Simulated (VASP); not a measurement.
**Mg: single point with PBEsol**

Crystal: Mg.

```
CELL_PARAMETERS angstrom
3.11698 0.00000 0.00000
-1.55849 2.69938 0.00000
0.00000 0.00000 3.15707
ATOMIC_POSITIONS crystal
Mg 0.00000 0.00000 0.00000
```

This cell differs from its parent crystal: strained.

| Quantity | Value |
| --- | --- |
| Program | VASP 6.6.1 |
| Task | single point |
| Functional | PBEsol |
| Potentials or basis | VASP PAW PBE potentials, release 64 (Mg) |
| Cutoff | 600 eV |
| k mesh | 15 × 15 × 12 |
| Occupations | gaussian, width 0.1 eV |
| Spin | no spin polarisation |

* Pressure: -1.4 GPa
* Band gap on the k mesh: zero (bands 1 and 2 overlap by 5.04 eV)

Stress tensor (GPa, compression positive):
```
-1.17  0.00  0.00
 0.00 -1.17  0.00
 0.00  0.00 -1.91
```

Levels at points of the mesh, in eV from the Fermi level:
```csv
k point,band 1,band 2,band 3,band 4,band 5
"(0.00, 0.00, 0.00)",-6.30,7.59,7.98,12.23,12.23
"(0.00, 0.00, 0.50)",-2.99,-2.17,14.18,14.18,15.69
```

Run time: 47 s on 1 thread of Intel Xeon 8259CL, with other jobs on the host, peak memory 0.19 GiB.

Caveat: the cell differs from its parent crystal (strained); the PAW data sets were made with another functional, which shifts forces and pressure a little.
